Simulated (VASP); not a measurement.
Write the native input for VASP 6.6.1 that does the following.

```
Task                   : single point
Functional             : LDA
Potentials or basis    : VASP PAW LDA potentials, release 64 (Ru_sv)
Cutoff                 : 560 eV
k mesh                 : 16 × 16 × 16
Occupations            : fermi-dirac, width 0.1 eV
Spin                   : no spin polarisation
Dipole correction      : no
Further INCAR settings : ALGO = Normal; EDIFF = 1e-06; NBANDS = 14
```

The structure of Ru lies in POSCAR:

```
Ru
1.0
    0.0000000000      1.8736991073      1.8736991073
    1.8736991073      0.0000000000      1.8736991073
    1.8736991073      1.8736991073      0.0000000000
Ru
1
Direct
    0.0000000000      0.0000000000      0.0000000000
```

This isn't the form of Ru at room conditions, which is hcp.

One way to write it, as run:

INCAR

```
  PREC = Accurate
  ENCUT = 560
  EDIFF = 1E-6
  ISMEAR = -1
  SIGMA = 0.1
  LREAL = F
  LASPH = T
  NELM = 120
  ALGO = Normal
  ISIF = 2
  LWAVE = F
  LCHARG = F
  GGA = CA
  NBANDS = 14
  GGA_COMPAT = F
```

KPOINTS

```
Automatic mesh
0
Gamma
  16 16 16
```

Potentials or basis: VASP PAW LDA potentials, release 64 (Ru_sv).

Command:

```console
$ cat potpaw_LDA.64/Ru_sv/POTCAR > POTCAR
$ mpirun -np 1 vasp_std > vasp.out
```

It gave:

The pressure is 0.4 GPa and the band gap on the k mesh is zero (bands 8 and 9 overlap by 3.82 eV).

Wall time 14 s on 1 thread of Intel(R) Xeon(R) Platinum 8488C (Sapphire Rapids) (shared host), peak memory 0.14 GiB.
